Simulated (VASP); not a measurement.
# InSe in VASP: single point with PBE+D3(BJ)

Aim: the single point of InSe with PBE+D3(BJ).

Everything below comes from runs of VASP 6.6.1. Logs are shortened: lines on timing, memory, paths and dates and some standing lists are left out, and cuts for length are marked.

## 1. The cell of the first run

The cell holds a sheet with vacuum, 4 atoms: a = 4.000 Å, b = 4.030 Å, c = 34.560 Å, α = 90.00°, β = 90.00°, γ = 119.75°.

## 2. Single point, PBE+D3(BJ)

INCAR reads:

```
  ALGO = Normal
  DIPOL = 0.5 0.5 0.338
  EDIFF = 1E-6
  ENCUT = 520
  GGA = PE
  IDIPOL = 3
  ISIF = 2
  ISMEAR = 0
  IVDW = 12
  LASPH = T
  LCHARG = F
  LDIPOL = T
  LREAL = F
  LWAVE = F
  NBANDS = 27
  NELM = 100
  PREC = Accurate
  SIGMA = 0.02
```

KPOINTS reads:

```
k-points
0
Gamma
  10 10 1
```

POSCAR reads:

```
InSe
1.0
    4.0000000000      0.0000000000      0.0000000000
   -2.0000000000      3.4987426313      0.0000000000
    0.0000000000      0.0000000000     34.5600000019
Se In
2 2
Direct
    0.3327560835      0.6655121670      0.2602311983
    0.3327560835      0.6655121670      0.4162734313
    0.0005772499      0.0011544997      0.2978219850
    0.0005772499      0.0011544997      0.3786826446
```

Potentials or basis: VASP PAW PBE potentials, release 64 (Se, In_d).

Command:

```
> cat potpaw_PBE.64/Se/POTCAR potpaw_PBE.64/In_d/POTCAR > POTCAR
> mpirun -np 1 vasp_std > vasp.out
```

OUTCAR:

```text
EDIFF = 1E-6
   ENCUT = 520
   GGA = PE
   ISIF = 2
   ISMEAR = 0
   IVDW = 12
   LASPH = T
   LREAL = F
   NELM = 100
   PREC = Accurate
 IVDW          = 12

 ion  position               nearest neighbor table
   1  0.333  0.666  0.260-   3 2.66   3 2.66   3 2.66
   2  0.333  0.666  0.416-   4 2.66   4 2.66   4 2.66
   3  0.001  0.001  0.298-   1 2.66   1 2.66   1 2.66   4 2.79
   4  0.001  0.001  0.379-   2 2.66   2 2.66   2 2.66   3 2.79

  LATTYP: Found a base centered orthorhombic cell.
 ALAT       =     4.0000000000
 B/A-ratio  =     1.7493713156
 C/A-ratio  =     8.6400000005

  Lattice vectors:

 A1 = (   2.0000000000,  -3.4987426313,   0.0000000000)
 A2 = (   2.0000000000,   3.4987426313,   0.0000000000)
 A3 = (   0.0000000000,   0.0000000000,  34.5600000019)

Analysis of symmetry for initial positions (statically):
=====================================================================
 Subroutine PRICEL returns:
 Original cell was already a primitive cell.

 Routine SETGRP: Setting up the symmetry group for a
 base centered orthorhombic supercell.

 Subroutine GETGRP returns: Found  4 space group operations
 (whereof  2 operations were pure point group operations)
 out of a pool of  8 trial point group operations.

The static configuration has the point symmetry C_1h.
 The point group associated with its full space group is C_2v.

Analysis of symmetry for dynamics (positions and initial velocities):
=====================================================================
 Subroutine PRICEL returns:
 Original cell was already a primitive cell.

 Routine SETGRP: Setting up the symmetry group for a
 base centered orthorhombic supercell.

 Subroutine GETGRP returns: Found  4 space group operations
 (whereof  2 operations were pure point group operations)
 out of a pool of  8 trial point group operations.

The dynamic configuration has the point symmetry C_1h.
 The point group associated with its full space group is C_2v.

 Subroutine INISYM returns: Found  4 space group operations
 (whereof  2 operations are pure point group operations),
 and found     1 'primitive' translations

----------------------------------------------------------------------------------------

                                     Primitive cell

  volume of cell :     483.6662

  direct lattice vectors                    reciprocal lattice vectors
     4.000000000  0.000000000  0.000000000     0.250000000  0.142908482  0.000000000
    -2.000000000  3.498742631  0.000000000     0.000000000  0.285816965  0.000000000
     0.000000000  0.000000000 34.560000002     0.000000000  0.000000000  0.028935185

  length of vectors
     4.000000000  4.030037221 34.560000002     0.287963252  0.285816965  0.028935185

  position of ions in fractional coordinates (direct lattice)
     0.332756084  0.665512167  0.260231198
     0.332756084  0.665512167  0.416273431
     0.000577250  0.001154500  0.297821985
     0.000577250  0.001154500  0.378682645

  ion indices of the primitive-cell ions
   primitive index   ion index
                 1           1
                 2           2
                 3           3
                 4           4

----------------------------------------------------------------------------------------

 KPOINTS: k-points

Automatic generation of k-mesh.
 Grid dimensions read from file:
 generate k-points for:   10   10    1

 Generating k-lattice:

  Cartesian coordinates                     Fractional coordinates (reciprocal lattice)
     0.025000000  0.014290848  0.000000000     0.100000000  0.000000000  0.000000000
     0.000000000  0.028581696  0.000000000     0.000000000  0.100000000  0.000000000
     0.000000000  0.000000000  0.028935185     0.000000000  0.000000000  1.000000000

  Length of vectors
     0.028796325  0.028581696  0.028935185

  Shift w.r.t. Gamma in fractional coordinates (k-lattice)
     0.000000000  0.000000000  0.000000000

 Subroutine IBZKPT returns following result:
 ===========================================

 Found     31 irreducible k-points:

 Following reciprocal coordinates:
            Coordinates               Weight
  0.000000  0.000000  0.000000      1.000000
  0.100000  0.000000  0.000000      4.000000
  0.200000  0.000000  0.000000      4.000000
  0.300000  0.000000  0.000000      4.000000
  0.400000  0.000000  0.000000      4.000000
  0.500000  0.000000  0.000000      2.000000
[... 16 lines left out ...]
  0.000000  0.300000  0.000000      2.000000
  0.100000  0.300000  0.000000      4.000000
 [... further k-points ...]
   k-points           NKPTS =     31   k-points in BZ     NKDIM =     31   number of bands    NBANDS=     27
   number of dos      NEDOS =    301   number of ions     NIONS =      4
   total plane-waves  NPLWV = 243000
   dimension x,y,z NGX =    30 NGY =   30 NGZ =  270
   dimension x,y,z NGXF=    60 NGYF=   60 NGZF=  540
   ions per type =               2   2
   NGX,Y,Z   is equivalent  to a cutoff of  12.47, 12.38, 12.99 a.u.
   NGXF,Y,Z  is equivalent  to a cutoff of  24.94, 24.75, 25.98 a.u.
 SYSTEM =  unknown system
   PREC   = accura    normal or accurate (medium, high low for compatibility)
   ISTART =      0    job   : 0-new  1-cont  2-samecut
   ICHARG =      2    charge: 1-file 2-atom 10-const
   ISPIN  =      1    spin polarized calculation?
   LNONCOLLINEAR =      F non collinear calculations
   LSORBIT =      F    spin-orbit coupling
   LASPH  =      T    aspherical Exc in radial PAW
   ENCUT  =  520.0 eV  38.22 Ry    6.18 a.u.   7.44  7.49 64.26*2*pi/ulx,y,z
   NELM   =    100;   NELMIN=  2; NELMDL= -5     # of ELM steps
   EDIFF  = 0.1E-05   stopping-criterion for ELM
   LREAL  =      F    real-space projection
   EDIFFG = 0.1E-04   stopping-criterion for IOM
   NSW    =      0    number of steps for IOM
   IBRION =     -1    ionic relax: 0-MD 1-quasi-New 2-CG
   NFREE  =      0    steps in history (QN), initial steepest desc. (CG)
   ISIF   =      2    stress and relaxation
   ISYM   =      2    0-nonsym 1-usesym 2-fastsym
   POTIM  = 0.5000    time-step for ionic-motion
   TEBEG  =    0.0;   TEEND  =   0.0 temperature during run
   PSTRESS=    0.0 pullay stress
   NELECT =      38.0000    total number of electrons
   NUPDOWN=      -1.0000    fix difference up-down
   EMIN   =  10.00;   EMAX   =-10.00  energy-range for DOS
   EFERMI =   0.00;   METHOD = LEGACY
   ISMEAR =     0;   SIGMA  =   0.02  broadening in eV -4-tet -1-fermi 0-gaus
   EFERMI_NEDOS =   21; number of points for ismear=-14 and -15
   IALGO  =     38    algorithm
   IMIX   =      4    mixing-type and parameters
     AMIX     =   0.40;   BMIX     =  1.00
     AMIX_MAG =   1.60;   BMIX_MAG =  1.00
  volume/ion in A,a.u.               =     120.92       815.99
  Fermi-wavevector in a.u.,A,eV,Ry     =   0.701166  1.325011  6.689082  0.491634
  Thomas-Fermi vector in A             =   1.785518
   LORBIT       =      0    0 simple, 1 ext, 2 COOP (PROOUT), +10 PAW based schemes
   GGA     = PE    functional components
   LHFCALC =     F    Hartree Fock is set to
   AEXX    =    0.0000 exact exchange contribution
   IVDW    =    12    specifies the selected vdW correction
   LEPSILON=     F    determine dielectric tensor
   LRPA    =     F    only Hartree local field effects (RPA)
 non-spin polarized calculation
 Gauss-broadening in eV      SIGMA  =   0.02
  energy-cutoff  :      520.00
  volume of cell :      483.67
 maximum number of plane-waves:     13109
 NGX is ok and might be reduce to    30
   NGX = 15   NGY = 15   NGZ =129

 dipolmoment           0.000000      0.000000     -0.000003 electrons x Angstroem

 number of electron      37.9999999 magnetization

 dipolmoment           0.000000      0.000000      0.000005 electrons x Angstroem

 Free energy of the ion-electron system (eV)
  ---------------------------------------------------
  ext. energy  EPLUGINS =         0.00000000
  ---------------------------------------------------
  free energy    TOTEN  =       -14.19979339 eV

  energy without entropy =      -14.19979339  energy(sigma->0) =      -14.19979339

 E-fermi :  -3.6381     XC(G=0):  -2.4738

 val. band max:       -3.7443803004   @ k =  -0.2000   0.1000   0.0000
 cond. band min:      -2.1036867314   @ k =   0.0000   0.0000   0.0000
 fundamental gap:      1.6406935690
 Fermi energy:        -3.6380831888

 k-point     1 :       0.0000    0.0000    0.0000
  band No.  band energies     occupation
      1     -17.7495      2.00000
      2     -17.5678      2.00000
      3     -17.5656      2.00000
      4     -17.4863      2.00000
      5     -17.4830      2.00000
      6     -17.4771      2.00000
[... 19 lines left out ...]
     26       2.2985      0.00000
     27       2.4679      0.00000

 k-point     2 :       0.1000    0.0000    0.0000
  band No.  band energies     occupation
      1     -17.7488      2.00000
      2     -17.5996      2.00000
      3     -17.5657      2.00000
      4     -17.5210      2.00000
      5     -17.4795      2.00000
      6     -17.4784      2.00000
[... 19 lines left out ...]
     26       2.2791      0.00000
     27       2.4230      0.00000

 k-point     3 :       0.2000    0.0000    0.0000
  band No.  band energies     occupation
      1     -17.7557      2.00000
      2     -17.6641      2.00000
      3     -17.6031      2.00000
      4     -17.5633      2.00000
      5     -17.4865      2.00000
      6     -17.4599      2.00000
[... 594 lines left out ...]
      1     -17.7979      2.00000
      2     -17.6925      2.00000
      3     -17.6828      2.00000
      4     -17.5621      2.00000
      5     -17.4932      2.00000
      6     -17.4368      2.00000
[... 19 lines left out ...]
     26       2.7541      0.00000
     27       3.3743      0.00000

 k-point    24 :       0.1000    0.3000    0.0000
  band No.  band energies     occupation
      1     -17.8253      2.00000
      2     -17.7182      2.00000
      3     -17.6946      2.00000
      4     -17.5669      2.00000
      5     -17.4931      2.00000
      6     -17.4299      2.00000
[... 19 lines left out ...]
     26       3.2716      0.00000
     27       3.5417      0.00000

 [... further k-points ...]

------------------------ aborting loop because EDIFF is reached ----------------------------------------

 vacuum level on the upper side and lower side of the slab       (xc-potential included)        -0.006        -0.006

 Edisp (eV)   -0.88868

 E8    (eV) :    -0.4287

  FORCE on cell =-STRESS in cart. coord.  units (eV):
  Direction    XX          YY          ZZ          XY          YZ          ZX
  --------------------------------------------------------------------------------------
  -------------------------------------------------------------------------------------
  Total       0.29469    -0.04983     0.01113     0.00000     0.00000     0.00000
  in kB       0.97617    -0.16506     0.03688     0.00000     0.00000     0.00000
  external pressure =        0.28 kB  Pullay stress =        0.00 kB

 VOLUME and BASIS-vectors are now :
 -----------------------------------------------------------------------------
  energy-cutoff  :      520.00
  volume of cell :      483.67
      direct lattice vectors                 reciprocal lattice vectors
     4.000000000  0.000000000  0.000000000     0.250000000  0.142908482  0.000000000
    -2.000000000  3.498742631  0.000000000     0.000000000  0.285816965  0.000000000
     0.000000000  0.000000000 34.560000002     0.000000000  0.000000000  0.028935185

 POSITION                                       TOTAL-FORCE (eV/Angst)
 -----------------------------------------------------------------------------------
      0.00000      2.32846      8.99359         0.000000     -0.002727     -0.014267
      0.00000      2.32846     14.38641         0.000000     -0.002727      0.014267
      0.00000      0.00404     10.29273         0.000000      0.002727      0.015140
      0.00000      0.00404     13.08727         0.000000      0.002727     -0.015140
 -----------------------------------------------------------------------------------
    total drift:                               -0.000000     -0.000111      0.000045

  FREE ENERGIE OF THE ION-ELECTRON SYSTEM (eV)
  ---------------------------------------------------
  free  energy   TOTEN  =       -15.0884727538 eV

  energy  without entropy=      -15.0884727538  energy(sigma->0) =      -15.08847275

 vacuum level on the upper side and lower side of the slab         2.245         2.245
```

Wall time 15 min (1 thread of Oxide Virtual Turin-like, shared host); peak memory 0.72 GiB.

Results:

- Free energy: -15.0885 eV
- Largest force: 0.015 eV/Å
- Band gap on the k mesh: 1.64 eV, indirect (least direct gap 1.72 eV)
- Dispersion energy per atom: -0.222 eV

Forces in eV/Å, atoms in the order of the input:
```
Se   0.000 -0.003 -0.014
Se   0.000 -0.003  0.014
In   0.000  0.003  0.015
In   0.000  0.003 -0.015
```

Caveat: spin-orbit coupling is left out, which moves the levels of the heavy elements.
